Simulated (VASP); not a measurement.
# TiO (P-62m) in VASP: single point with PBEsol

Aim: the single point of TiO with PBEsol.

All numbers are computed with VASP 6.6.1; they aren't measurements. Logs are shortened: lines on timing, memory, paths and dates and some standing lists are left out, and cuts for length are marked.

## (1) The cell of the first run

Symmetry: P-62m, No. 189, hexagonal system. Conventional cell: a = 4.958 Å, b = 4.958 Å, c = 2.836 Å, α = 90.00°, β = 90.00°, γ = 120.00°. Ti (site symmetry -6) has 6 O at 2.08 Å and 5 Ti at 2.84 to 2.86 Å within 2.9 Å. Within 2.6 Å of Ti (site symmetry -62m) lie 3 O at 1.96 Å. O (site symmetry m2m) has 5 Ti at 1.96 to 2.08 Å and 4 O at 2.64 Å within 2.7 Å.

## (2) Single point, PBEsol

The input, INCAR:

```
ALGO = Normal ; EDIFF = 1E-7
ENCUT = 520 ; GGA = PS
ISIF = 2 ; ISMEAR = 0
LASPH = True ; LCHARG = True
LELF = True ; LREAL = False
LVHAR = True ; LWAVE = False
NBANDS = 36 ; NELM = 100
PREC = Accurate ; SIGMA = 0.1
```

The input, KPOINTS:

```
k-points
0
Gamma
  12 12 12
```

The input, POSCAR:

```
TiO
1.0
    4.9584649528      0.0000000000      0.0000000000
   -2.4792324764      4.2941566129      0.0000000000
    0.0000000000      0.0000000000      2.8359587733
Ti O
3 3
Direct
    0.6666666667      0.3333333333      0.5000000000
    0.3333333333      0.6666666667      0.5000000000
    0.0000000000      0.0000000000      0.0000000000
    0.6052924746      0.6052924746      0.0000000000
    0.3947075254      0.0000000000      0.0000000000
    0.0000000000      0.3947075254      0.0000000000
```

Potentials or basis: VASP PAW PBE potentials, release 64 (Ti_sv, O).

On the command line:

```console
> cat potpaw_PBE.64/Ti_sv/POTCAR potpaw_PBE.64/O/POTCAR > POTCAR
> mpirun -np 1 vasp_std > vasp.out
```

OUTCAR:

```text
EDIFF = 1E-7
   ENCUT = 520
   GGA = PS
   ISIF = 2
   ISMEAR = 0
   LASPH = True
   LREAL = False
   NELM = 100
   PREC = Accurate

 ion  position               nearest neighbor table
   1  0.667  0.333  0.500-   6 2.08   6 2.08   5 2.08   5 2.08   4 2.08   4 2.08   2 2.86   2 2.86
                             2 2.86
   2  0.333  0.667  0.500-   5 2.08   5 2.08   6 2.08   6 2.08   4 2.08   4 2.08   1 2.86   1 2.86
                             1 2.86
   3  0.000  0.000  0.000-   5 1.96   4 1.96   6 1.96
   4  0.605  0.605  0.000-   3 1.96   2 2.08   2 2.08   1 2.08   1 2.08
   5  0.395  0.000  0.000-   3 1.96   2 2.08   2 2.08   1 2.08   1 2.08
   6  0.000  0.395  0.000-   3 1.96   1 2.08   1 2.08   2 2.08   2 2.08

  LATTYP: Found a hexagonal cell.
 ALAT       =     4.9584649528
 C/A-ratio  =     0.5719428896

  Lattice vectors:

 A1 = (   4.9584649528,   0.0000000000,   0.0000000000)
 A2 = (  -2.4792324764,   4.2941566129,   0.0000000000)
 A3 = (   0.0000000000,   0.0000000000,   2.8359587733)

Analysis of symmetry for initial positions (statically):
=====================================================================
 Subroutine PRICEL returns:
 Original cell was already a primitive cell.

 Routine SETGRP: Setting up the symmetry group for a
 hexagonal supercell.

 Subroutine GETGRP returns: Found 12 space group operations
 (whereof 12 operations were pure point group operations)
 out of a pool of 24 trial point group operations.

The static configuration has the point symmetry D_3h.

Analysis of symmetry for dynamics (positions and initial velocities):
=====================================================================
 Subroutine PRICEL returns:
 Original cell was already a primitive cell.

 Routine SETGRP: Setting up the symmetry group for a
 hexagonal supercell.

 Subroutine GETGRP returns: Found 12 space group operations
 (whereof 12 operations were pure point group operations)
 out of a pool of 24 trial point group operations.

The dynamic configuration has the point symmetry D_3h.

 Subroutine INISYM returns: Found 12 space group operations
 (whereof 12 operations are pure point group operations),
 and found     1 'primitive' translations

----------------------------------------------------------------------------------------

                                     Primitive cell

  volume of cell :      60.3844

  direct lattice vectors                    reciprocal lattice vectors
     4.958464953  0.000000000  0.000000000     0.201675319  0.116437300  0.000000000
    -2.479232476  4.294156613  0.000000000     0.000000000  0.232874599  0.000000000
     0.000000000  0.000000000  2.835958773     0.000000000  0.000000000  0.352614435

  length of vectors
     4.958464953  4.958464953  2.835958773     0.232874599  0.232874599  0.352614435

  position of ions in fractional coordinates (direct lattice)
     0.666666667  0.333333333  0.500000000
     0.333333333  0.666666667  0.500000000
     0.000000000  0.000000000  0.000000000
     0.605292475  0.605292475  0.000000000
     0.394707525  0.000000000  0.000000000
     0.000000000  0.394707525  0.000000000

  ion indices of the primitive-cell ions
   primitive index   ion index
                 1           1
                 2           2
                 3           3
                 4           4
                 5           5
                 6           6

----------------------------------------------------------------------------------------

 KPOINTS: k-points

Automatic generation of k-mesh.
 Grid dimensions read from file:
 generate k-points for:   12   12   12

 Generating k-lattice:

  Cartesian coordinates                     Fractional coordinates (reciprocal lattice)
     0.016806277  0.009703108  0.000000000     0.083333333  0.000000000  0.000000000
     0.000000000  0.019406217  0.000000000     0.000000000  0.083333333  0.000000000
     0.000000000  0.000000000  0.029384536     0.000000000  0.000000000  0.083333333

  Length of vectors
     0.019406217  0.019406217  0.029384536

  Shift w.r.t. Gamma in fractional coordinates (k-lattice)
     0.000000000  0.000000000  0.000000000

 Subroutine IBZKPT returns following result:
 ===========================================

 Found    133 irreducible k-points:

 Following reciprocal coordinates:
            Coordinates               Weight
  0.000000  0.000000  0.000000      1.000000
  0.083333  0.000000  0.000000      6.000000
  0.166667  0.000000  0.000000      6.000000
  0.250000  0.000000  0.000000      6.000000
  0.333333  0.000000  0.000000      6.000000
  0.416667  0.000000  0.000000      6.000000
[... 16 lines left out ...]
  0.250000  0.000000  0.083333     12.000000
  0.333333  0.000000  0.083333     12.000000
 [... further k-points ...]
   k-points           NKPTS =    133   k-points in BZ     NKDIM =    133   number of bands    NBANDS=     36
   number of dos      NEDOS =    301   number of ions     NIONS =      6
   total plane-waves  NPLWV =  38400
   dimension x,y,z NGX =    40 NGY =   40 NGZ =   24
   dimension x,y,z NGXF=    80 NGYF=   80 NGZF=   48
   ions per type =               3   3
   NGX,Y,Z   is equivalent  to a cutoff of  13.41, 13.41, 14.07 a.u.
   NGXF,Y,Z  is equivalent  to a cutoff of  26.82, 26.82, 28.14 a.u.
 SYSTEM =  unknown system
   PREC   = accura    normal or accurate (medium, high low for compatibility)
   ISTART =      0    job   : 0-new  1-cont  2-samecut
   ICHARG =      2    charge: 1-file 2-atom 10-const
   ISPIN  =      1    spin polarized calculation?
   LNONCOLLINEAR =      F non collinear calculations
   LSORBIT =      F    spin-orbit coupling
   LASPH  =      T    aspherical Exc in radial PAW
   ENCUT  =  520.0 eV  38.22 Ry    6.18 a.u.   9.22  9.22  5.27*2*pi/ulx,y,z
   NELM   =    100;   NELMIN=  2; NELMDL= -5     # of ELM steps
   EDIFF  = 0.1E-06   stopping-criterion for ELM
   LREAL  =      F    real-space projection
   EDIFFG = 0.1E-05   stopping-criterion for IOM
   NSW    =      0    number of steps for IOM
   IBRION =     -1    ionic relax: 0-MD 1-quasi-New 2-CG
   NFREE  =      0    steps in history (QN), initial steepest desc. (CG)
   ISIF   =      2    stress and relaxation
   ISYM   =      2    0-nonsym 1-usesym 2-fastsym
   POTIM  = 0.5000    time-step for ionic-motion
   TEBEG  =    0.0;   TEEND  =   0.0 temperature during run
   PSTRESS=    0.0 pullay stress
   NELECT =      54.0000    total number of electrons
   NUPDOWN=      -1.0000    fix difference up-down
   EMIN   =  10.00;   EMAX   =-10.00  energy-range for DOS
   EFERMI =   0.00;   METHOD = LEGACY
   ISMEAR =     0;   SIGMA  =   0.10  broadening in eV -4-tet -1-fermi 0-gaus
   EFERMI_NEDOS =   21; number of points for ismear=-14 and -15
   IALGO  =     38    algorithm
   IMIX   =      4    mixing-type and parameters
     AMIX     =   0.40;   BMIX     =  1.00
     AMIX_MAG =   1.60;   BMIX_MAG =  1.00
  volume/ion in A,a.u.               =      10.06        67.92
  Fermi-wavevector in a.u.,A,eV,Ry     =   1.577240  2.980551 33.847016  2.487685
  Thomas-Fermi vector in A             =   2.677952
   LORBIT       =      0    0 simple, 1 ext, 2 COOP (PROOUT), +10 PAW based schemes
   GGA     = PS    functional components
   LHFCALC =     F    Hartree Fock is set to
   AEXX    =    0.0000 exact exchange contribution
   IVDW    =     0    specifies the selected vdW correction
   LEPSILON=     F    determine dielectric tensor
   LRPA    =     F    only Hartree local field effects (RPA)
 non-spin polarized calculation
 Gauss-broadening in eV      SIGMA  =   0.10
  energy-cutoff  :      520.00
  volume of cell :       60.38
 maximum number of plane-waves:      1643
 NGX is ok and might be reduce to    40
   NGX = 19   NGY = 19   NGZ = 11

 number of electron      53.9999999 magnetization

 Free energy of the ion-electron system (eV)
  ---------------------------------------------------
  ext. energy  EPLUGINS =         0.00000000
  ---------------------------------------------------
  free energy    TOTEN  =       -56.86989326 eV

  energy without entropy =      -56.86649855  energy(sigma->0) =      -56.86819590

 E-fermi :  10.9407     XC(G=0): -12.8332

 val. band max:       10.9404677921   @ k =   0.1667   0.0000   0.1667
 cond. band min:      10.9669974436   @ k =   0.2500   0.0000   0.5000
 fundamental gap:      0.0265296515
 Fermi energy:        10.9406584710

 k-point     1 :       0.0000    0.0000    0.0000
  band No.  band energies     occupation
      1     -47.1500      2.00000
      2     -47.0608      2.00000
      3     -46.5648      2.00000
      4     -23.7491      2.00000
      5     -23.7491      2.00000
      6     -23.4253      2.00000
[... 28 lines left out ...]
     35      12.7124      0.00000
     36      12.8956      0.00000

 k-point     2 :       0.0833    0.0000    0.0000
  band No.  band energies     occupation
      1     -47.1486      2.00000
      2     -47.0621      2.00000
      3     -46.5649      2.00000
      4     -23.7554      2.00000
      5     -23.7488      2.00000
      6     -23.4173      2.00000
[... 28 lines left out ...]
     35      12.7322      0.00000
     36      12.9966      0.00000

 k-point     3 :       0.1667    0.0000    0.0000
  band No.  band energies     occupation
      1     -47.1444      2.00000
      2     -47.0660      2.00000
      3     -46.5653      2.00000
      4     -23.7716      2.00000
      5     -23.7445      2.00000
      6     -23.4005      2.00000
[... 28 lines left out ...]
     35      12.7888      0.00000
     36      13.2749      0.00000
[... 742 lines left out ...]
 k-point    23 :       0.2500    0.0000    0.0833
  band No.  band energies     occupation
      1     -47.1334      2.00000
      2     -47.0677      2.00000
      3     -46.5622      2.00000
      4     -23.7791      2.00000
      5     -23.7189      2.00000
      6     -23.4342      2.00000
[... 28 lines left out ...]
     35      12.7918      0.00000
     36      13.2518      0.00000

 k-point    24 :       0.3333    0.0000    0.0833
  band No.  band energies     occupation
      1     -47.1257      2.00000
      2     -47.0751      2.00000
      3     -46.5627      2.00000
      4     -23.7967      2.00000
      5     -23.6916      2.00000
      6     -23.4372      2.00000
[... 28 lines left out ...]
     35      12.8808      0.00000
     36      13.1037      0.00000

 [... further k-points ...]
[... 5 lines left out ...]
  --------------------------------------------------------------------------------------
  -------------------------------------------------------------------------------------
  Total        0.2984975      0.2984975      0.2677162      0.0000000     -0.0000000      0.0000000
  in kB        7.9200204      7.9200204      7.1033015      0.0000000     -0.0000000      0.0000000
  external PRESSURE =       7.6477808 kB  Pullay stress =       0.0000000 kB

 VOLUME and BASIS-vectors are now :
 -----------------------------------------------------------------------------
  energy-cutoff  :      520.00
  volume of cell :       60.38
      direct lattice vectors                 reciprocal lattice vectors
     4.958464953  0.000000000  0.000000000     0.201675319  0.116437300  0.000000000
    -2.479232476  4.294156613  0.000000000     0.000000000  0.232874599  0.000000000
     0.000000000  0.000000000  2.835958773     0.000000000  0.000000000  0.352614435

 POSITION                                       TOTAL-FORCE (eV/Angst)
 -----------------------------------------------------------------------------------
      2.47923      1.43139      1.41798         0.000000     -0.000000     -0.000000
     -0.00000      2.86277      1.41798         0.000000     -0.000000     -0.000000
      0.00000      0.00000      0.00000         0.000000     -0.000000     -0.000000
      1.50066      2.59922      0.00000        -0.005698     -0.009869      0.000000
      1.95714      0.00000      0.00000         0.011396     -0.000000      0.000000
     -0.97857      1.69494      0.00000        -0.005698      0.009869     -0.000000
 -----------------------------------------------------------------------------------
    total drift:                               -0.000001     -0.000002      0.000001

  FREE ENERGIE OF THE ION-ELECTRON SYSTEM (eV)
  ---------------------------------------------------
  free  energy   TOTEN  =       -56.8698932606 eV

  energy  without entropy=      -56.8664985486  energy(sigma->0) =      -56.86819590
```

It took 7.7 min on 1 thread of Intel Xeon 8259CL, shared host; peak memory 0.35 GiB.

What came out:

```yaml
Free_energy: -56.8699 eV
Pressure: 0.8 GPa
Largest_force: 0.011 eV/Å
Band_gap_on_the_k_mesh: zero (bands 27 and 28 overlap by 1.55 eV)
```

Forces in eV/Å, atoms in the order of the input:
```
Ti   0.000  0.000  0.000
Ti   0.000  0.000  0.000
Ti   0.000  0.000  0.000
O   -0.006 -0.010  0.000
O    0.011  0.000  0.000
O   -0.006  0.010  0.000
```

Stress tensor (GPa, compression positive):
```
0.79 0.00 0.00
0.00 0.79 0.00
0.00 0.00 0.71
```

Levels at points of the mesh, in eV from the Fermi level:
```
           k point  band 25  band 26  band 27  band 28  band 29  band 30
(0.00, 0.00, 0.00)    -3.51    -0.93    -0.90    -0.90     0.29     0.29
(0.50, 0.00, 0.00)    -2.58    -2.19    -1.88     0.37     0.89     1.09
(0.00, 0.00, 0.50)    -2.06    -2.06     0.65     1.02     1.02     1.16
(0.50, 0.00, 0.50)    -2.11    -1.48    -0.60     0.47     0.63     1.64
```

Caveat: the PAW data sets were made with another functional, which shifts forces and pressure a little; semilocal functionals often make such compounds metallic where correlation or magnetic order opens a gap, which also shifts bond lengths.
